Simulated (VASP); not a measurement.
# AlCu3 (P4mm) in VASP: notebook

The runs below take AlCu3 through single point, with PBEsol.

All numbers are computed with VASP 6.6.1; they aren't measurements. Logs are shortened: lines on timing, memory, paths and dates and some standing lists are left out, and cuts for length are marked.

**1. The cell of the first run**

Symmetry: P4mm, No. 99, tetragonal system. The conventional cell has a = 3.632 Å, b = 3.632 Å, c = 3.632 Å, α = 90.00°, β = 90.00°, γ = 90.00°. Al (site symmetry 4mm) has 12 Cu at 2.31 to 2.86 Å within 3.0 Å. Within 3.4 Å of Cu (site symmetry 4mm) lie 8 Cu at 2.57 Å and 4 Al at 2.60 Å. Cu (site symmetry 2mm) has 4 Al at 2.31 to 2.86 Å and 8 Cu at 2.57 Å within 3.0 Å.

**2. Single point, PBEsol (atom 1 (Al) moved +0.394 Å along Cartesian [0 0 1])**

Input file INCAR:

```
PREC = Accurate
ENCUT = 520
EDIFF = 1E-6
ISMEAR = 0
SIGMA = 0.15
LREAL = False
LASPH = True
NELM = 80
ALGO = Fast
ISIF = 2
LWAVE = False
LCHARG = False
GGA = PS
NBANDS = 26
```

Input file KPOINTS:

```
regular mesh
0
Gamma
  14 14 14
```

Input file POSCAR:

```
AlCu3
1.0
    3.6318704096      0.0000000000      0.0000000000
    0.0000000000      3.6318704096      0.0000000000
    0.0000000000      0.0000000000      3.6318704096
Al Cu
1 3
Direct
    0.0000000000      0.0000000000      0.1084289789
    0.5000000000      0.5000000000      0.0000000000
    0.5000000000      0.0000000000      0.5000000000
    0.0000000000      0.5000000000      0.5000000000
```

Potentials or basis: VASP PAW PBE potentials, release 64 (Al, Cu).

Launch:

```console
$ cat potpaw_PBE.64/Al/POTCAR potpaw_PBE.64/Cu/POTCAR > POTCAR
$ mpirun -np 1 vasp_std > vasp.out
```

OUTCAR:

```text
PREC = Accurate
   ENCUT = 520
   EDIFF = 1E-6
   ISMEAR = 0
   LREAL = False
   LASPH = True
   NELM = 80
   ISIF = 2
   GGA = PS

 ion  position               nearest neighbor table
   1  0.000  0.000  0.108-   3 2.31   4 2.31   4 2.31   3 2.31   2 2.60   2 2.60   2 2.60   2 2.60
                             3 2.86   4 2.86   3 2.86   4 2.86
   2  0.500  0.500  0.000-   3 2.57   4 2.57   3 2.57   4 2.57   3 2.57   3 2.57   4 2.57   4 2.57
                             1 2.60   1 2.60   1 2.60   1 2.60
   3  0.500  0.000  0.500-   1 2.31   1 2.31   4 2.57   2 2.57   2 2.57   4 2.57   2 2.57   2 2.57
                             4 2.57   4 2.57   1 2.86   1 2.86
   4  0.000  0.500  0.500-   1 2.31   1 2.31   3 2.57   2 2.57   2 2.57   3 2.57   2 2.57   3 2.57
                             2 2.57   3 2.57   1 2.86   1 2.86

  LATTYP: Found a simple cubic cell.
 ALAT       =     3.6318704096

  Lattice vectors:

 A1 = (   3.6318704096,   0.0000000000,   0.0000000000)
 A2 = (   0.0000000000,   3.6318704096,   0.0000000000)
 A3 = (   0.0000000000,   0.0000000000,   3.6318704096)

Analysis of symmetry for initial positions (statically):
=====================================================================
 Subroutine PRICEL returns:
 Original cell was already a primitive cell.

 Routine SETGRP: Setting up the symmetry group for a
 simple cubic supercell.

 Subroutine GETGRP returns: Found  8 space group operations
 (whereof  8 operations were pure point group operations)
 out of a pool of 48 trial point group operations.

The static configuration has the point symmetry C_4v.

Analysis of symmetry for dynamics (positions and initial velocities):
=====================================================================
 Subroutine PRICEL returns:
 Original cell was already a primitive cell.

 Routine SETGRP: Setting up the symmetry group for a
 simple cubic supercell.

 Subroutine GETGRP returns: Found  8 space group operations
 (whereof  8 operations were pure point group operations)
 out of a pool of 48 trial point group operations.

The dynamic configuration has the point symmetry C_4v.

 Subroutine INISYM returns: Found  8 space group operations
 (whereof  8 operations are pure point group operations),
 and found     1 'primitive' translations

----------------------------------------------------------------------------------------

                                     Primitive cell

  volume of cell :      47.9061

  direct lattice vectors                    reciprocal lattice vectors
     3.631870410  0.000000000  0.000000000     0.275340221  0.000000000  0.000000000
     0.000000000  3.631870410  0.000000000     0.000000000  0.275340221  0.000000000
     0.000000000  0.000000000  3.631870410     0.000000000  0.000000000  0.275340221

  length of vectors
     3.631870410  3.631870410  3.631870410     0.275340221  0.275340221  0.275340221

  position of ions in fractional coordinates (direct lattice)
     0.000000000  0.000000000  0.108428979
     0.500000000  0.500000000  0.000000000
     0.500000000  0.000000000  0.500000000
     0.000000000  0.500000000  0.500000000

  ion indices of the primitive-cell ions
   primitive index   ion index
                 1           1
                 2           2
                 3           3
                 4           4

----------------------------------------------------------------------------------------

 KPOINTS: regular mesh

Automatic generation of k-mesh.
 Grid dimensions read from file:
 generate k-points for:   14   14   14

 Generating k-lattice:

  Cartesian coordinates                     Fractional coordinates (reciprocal lattice)
     0.019667159  0.000000000  0.000000000     0.071428571  0.000000000  0.000000000
     0.000000000  0.019667159  0.000000000     0.000000000  0.071428571  0.000000000
     0.000000000  0.000000000  0.019667159     0.000000000  0.000000000  0.071428571

  Length of vectors
     0.019667159  0.019667159  0.019667159

  Shift w.r.t. Gamma in fractional coordinates (k-lattice)
     0.000000000  0.000000000  0.000000000

 Subroutine IBZKPT returns following result:
 ===========================================

 Found    288 irreducible k-points:

 Following reciprocal coordinates:
            Coordinates               Weight
  0.000000  0.000000  0.000000      1.000000
  0.071429  0.000000  0.000000      4.000000
  0.000000  0.000000  0.071429      2.000000
  0.142857  0.000000  0.000000      4.000000
  0.000000  0.000000  0.142857      2.000000
  0.214286  0.000000  0.000000      4.000000
[... 16 lines left out ...]
  0.071429  0.000000  0.214286      8.000000
  0.285714  0.071429  0.000000      8.000000
 [... further k-points ...]
   k-points           NKPTS =    288   k-points in BZ     NKDIM =    288   number of bands    NBANDS=     26
   number of dos      NEDOS =    301   number of ions     NIONS =      4
   total plane-waves  NPLWV =  21952
   dimension x,y,z NGX =    28 NGY =   28 NGZ =   28
   dimension x,y,z NGXF=    56 NGYF=   56 NGZF=   56
   ions per type =               1   3
   NGX,Y,Z   is equivalent  to a cutoff of  12.82, 12.82, 12.82 a.u.
   NGXF,Y,Z  is equivalent  to a cutoff of  25.63, 25.63, 25.63 a.u.
 SYSTEM =  unknown system
   PREC   = accura    normal or accurate (medium, high low for compatibility)
   ISTART =      0    job   : 0-new  1-cont  2-samecut
   ICHARG =      2    charge: 1-file 2-atom 10-const
   ISPIN  =      1    spin polarized calculation?
   LNONCOLLINEAR =      F non collinear calculations
   LSORBIT =      F    spin-orbit coupling
   LASPH  =      T    aspherical Exc in radial PAW
   ENCUT  =  520.0 eV  38.22 Ry    6.18 a.u.   6.75  6.75  6.75*2*pi/ulx,y,z
   NELM   =     80;   NELMIN=  2; NELMDL= -5     # of ELM steps
   EDIFF  = 0.1E-05   stopping-criterion for ELM
   LREAL  =      F    real-space projection
   EDIFFG = 0.1E-04   stopping-criterion for IOM
   NSW    =      0    number of steps for IOM
   IBRION =     -1    ionic relax: 0-MD 1-quasi-New 2-CG
   NFREE  =      0    steps in history (QN), initial steepest desc. (CG)
   ISIF   =      2    stress and relaxation
   ISYM   =      2    0-nonsym 1-usesym 2-fastsym
   POTIM  = 0.5000    time-step for ionic-motion
   TEBEG  =    0.0;   TEEND  =   0.0 temperature during run
   PSTRESS=    0.0 pullay stress
   NELECT =      36.0000    total number of electrons
   NUPDOWN=      -1.0000    fix difference up-down
   EMIN   =  10.00;   EMAX   =-10.00  energy-range for DOS
   EFERMI =   0.00;   METHOD = LEGACY
   ISMEAR =     0;   SIGMA  =   0.15  broadening in eV -4-tet -1-fermi 0-gaus
   EFERMI_NEDOS =   21; number of points for ismear=-14 and -15
   IALGO  =     68    algorithm
   IMIX   =      4    mixing-type and parameters
     AMIX     =   0.40;   BMIX     =  1.00
     AMIX_MAG =   1.60;   BMIX_MAG =  1.00
  volume/ion in A,a.u.               =      11.98        80.82
  Fermi-wavevector in a.u.,A,eV,Ry     =   1.488374  2.812618 30.140391  2.215256
  Thomas-Fermi vector in A             =   2.601416
   LORBIT       =      0    0 simple, 1 ext, 2 COOP (PROOUT), +10 PAW based schemes
   GGA     = PS    functional components
   LHFCALC =     F    Hartree Fock is set to
   AEXX    =    0.0000 exact exchange contribution
   IVDW    =     0    specifies the selected vdW correction
   LEPSILON=     F    determine dielectric tensor
   LRPA    =     F    only Hartree local field effects (RPA)
 non-spin polarized calculation
 RMM-DIIS sequential band-by-band and
 Gauss-broadening in eV      SIGMA  =   0.15
  energy-cutoff  :      520.00
  volume of cell :       47.91
 maximum number of plane-waves:      1328
 NGX is ok and might be reduce to    28
   NGX = 13   NGY = 13   NGZ = 13

 number of electron      35.9999975 magnetization

 Free energy of the ion-electron system (eV)
  ---------------------------------------------------
  ext. energy  EPLUGINS =         0.00000000
  ---------------------------------------------------
  free energy    TOTEN  =       -17.18625265 eV

  energy without entropy =      -17.17369846  energy(sigma->0) =      -17.17997556

 E-fermi :   8.6514     XC(G=0): -12.4773

 val. band max:        8.6513375844   @ k =   0.0000   0.0714   0.0714
 cond. band min:       8.6568294624   @ k =   0.0714   0.0714   0.1429
 fundamental gap:      0.0054918779
 Fermi energy:         8.6514370905

 k-point     1 :       0.0000    0.0000    0.0000
  band No.  band energies     occupation
      1      -2.1219      2.00000
      2       3.1151      2.00000
      3       3.4744      2.00000
      4       3.7910      2.00000
      5       3.8812      2.00000
      6       3.9227      2.00000
[... 18 lines left out ...]
     25      19.7295      0.00000
     26      19.7405      0.00000

 k-point     2 :       0.0714    0.0000    0.0000
  band No.  band energies     occupation
      1      -2.0625      2.00000
      2       3.1274      2.00000
      3       3.4945      2.00000
      4       3.7745      2.00000
      5       3.8881      2.00000
      6       3.9385      2.00000
[... 18 lines left out ...]
     25      19.3807      0.00000
     26      19.6749      0.00000

 k-point     3 :       0.0000    0.0000    0.0714
  band No.  band energies     occupation
      1      -2.0636      2.00000
      2       3.1361      2.00000
      3       3.4475      2.00000
      4       3.8234      2.00000
      5       3.8916      2.00000
      6       3.9295      2.00000
[... 18 lines left out ...]
     25      19.7385      0.00000
     26      19.7962      0.00000

 k-point     4 :       0.1429    0.0000    0.0000
  band No.  band energies     occupation
      1      -1.8850      2.00000
      2       3.1415      2.00000
      3       3.5298      2.00000
      4       3.7636      2.00000
      5       3.9115      2.00000
      6       3.9814      2.00000
[... 18 lines left out ...]
     25      18.5018      0.00000
     26      19.1900      0.00000

 k-point     5 :       0.0000    0.0000    0.1429
  band No.  band energies     occupation
      1      -1.8895      2.00000
      2       3.1873      2.00000
      3       3.3621      2.00000
      4       3.9183      2.00000
      5       3.9212      2.00000
      6       3.9492      2.00000
[... 18 lines left out ...]
     25      19.0950      0.00000
     26      19.7742      0.00000

 k-point     6 :       0.2143    0.0000    0.0000
  band No.  band energies     occupation
      1      -1.5920      2.00000
      2       3.0488      2.00000
      3       3.5481      2.00000
      4       3.8431      2.00000
      5       3.9536      2.00000
      6       4.0419      2.00000
[... 427 lines left out ...]
 k-point    21 :       0.2143    0.0714    0.0000
  band No.  band energies     occupation
      1      -1.5340      2.00000
      2       3.0778      2.00000
      3       3.5665      2.00000
      4       3.8208      2.00000
      5       3.9498      2.00000
      6       4.0241      2.00000
[... 18 lines left out ...]
     25      17.9592      0.00000
     26      18.9738      0.00000

 k-point    22 :       0.0000    0.2143    0.0714
  band No.  band energies     occupation
      1      -1.5351      2.00000
      2       3.0749      2.00000
      3       3.5499      2.00000
      4       3.8449      2.00000
      5       3.9464      2.00000
      6       4.0463      2.00000
[... 18 lines left out ...]
     25      18.0557      0.00000
     26      19.0415      0.00000

 k-point    23 :       0.0714    0.0000    0.2143
  band No.  band energies     occupation
      1      -1.5451      2.00000
      2       3.1259      2.00000
      3       3.3513      2.00000
      4       3.9415      2.00000
      5       3.9637      2.00000
      6       4.0269      2.00000
[... 18 lines left out ...]
     25      18.5479      0.00000
     26      19.2008      0.00000

 k-point    24 :       0.2857    0.0714    0.0000
  band No.  band energies     occupation
      1      -1.1321      2.00000
      2       2.7373      2.00000
      3       3.6334      2.00000
      4       3.9593      2.00000
      5       4.0213      2.00000
      6       4.0938      2.00000
[... 18 lines left out ...]
     25      17.9457      0.00000
     26      18.4644      0.00000

 [... further k-points ...]

------------------------ aborting loop because EDIFF is reached ----------------------------------------

  FORCE on cell =-STRESS in cart. coord.  units (eV):
  Direction    XX          YY          ZZ          XY          YZ          ZX
  --------------------------------------------------------------------------------------
  -------------------------------------------------------------------------------------
  Total        2.2036442      2.2036442      1.6848533      0.0000000      0.0000000     -0.0000000
  in kB       73.6989018     73.6989018     56.3484060      0.0000000      0.0000000     -0.0000000
  external PRESSURE =      67.9154032 kB  Pullay stress =       0.0000000 kB

 VOLUME and BASIS-vectors are now :
 -----------------------------------------------------------------------------
  energy-cutoff  :      520.00
  volume of cell :       47.91
      direct lattice vectors                 reciprocal lattice vectors
     3.631870410  0.000000000  0.000000000     0.275340221  0.000000000  0.000000000
     0.000000000  3.631870410  0.000000000     0.000000000  0.275340221  0.000000000
     0.000000000  0.000000000  3.631870410     0.000000000  0.000000000  0.275340221

 POSITION                                       TOTAL-FORCE (eV/Angst)
 -----------------------------------------------------------------------------------
      0.00000      0.00000      0.39380        -0.000000      0.000000     -3.130032
      1.81594      1.81594      0.00000        -0.000000     -0.000000      0.117296
      1.81594      0.00000      1.81594         0.000000      0.000000      1.506368
      0.00000      1.81594      1.81594        -0.000000     -0.000000      1.506368
 -----------------------------------------------------------------------------------
    total drift:                                0.000000      0.000000      0.000299

  FREE ENERGIE OF THE ION-ELECTRON SYSTEM (eV)
  ---------------------------------------------------
  free  energy   TOTEN  =       -17.1862526492 eV

  energy  without entropy=      -17.1736984615  energy(sigma->0) =      -17.17997556
```

Wall time 16 min (1 thread of AMD EPYC 7R13, shared host); peak memory 0.36 GiB.

Results:

```
Free energy            : -17.1863 eV
Pressure               : 6.8 GPa
Largest force          : 3.130 eV/Å
Band gap on the k mesh : zero (band 18 reaches 12.35 eV, above the bottom of band 19 at 6.77 eV)
```

Forces in eV/Å, atoms in the order of the input:
```
Al   0.000  0.000 -3.130
Cu   0.000  0.000  0.117
Cu   0.000  0.000  1.506
Cu   0.000  0.000  1.506
```

Levels at points of the mesh, in eV from the Fermi level:
```csv
k point,band 16,band 17,band 18,band 19,band 20,band 21
"(0.00, 0.00, 0.00)",-2.13,-0.28,-0.28,-0.01,4.12,4.31
"(0.50, 0.00, 0.00)",-2.55,-2.13,3.70,3.76,3.92,3.92
"(0.00, 0.00, 0.50)",-2.71,-2.26,3.25,3.25,4.39,4.39
"(0.50, 0.50, 0.00)",-2.81,-2.36,-1.34,-1.34,5.25,6.57
"(0.00, 0.50, 0.50)",-2.85,-2.49,-1.26,-1.20,5.57,6.55
"(0.50, 0.50, 0.50)",-2.37,-2.37,-2.31,-1.61,1.30,1.64
```

Caveat: the cell differs from its parent crystal (atom 1 (Al) moved +0.394 Å along Cartesian [0 0 1]); the PAW data sets were made with another functional, which shifts forces and pressure a little.

[end of part 1 of 2]
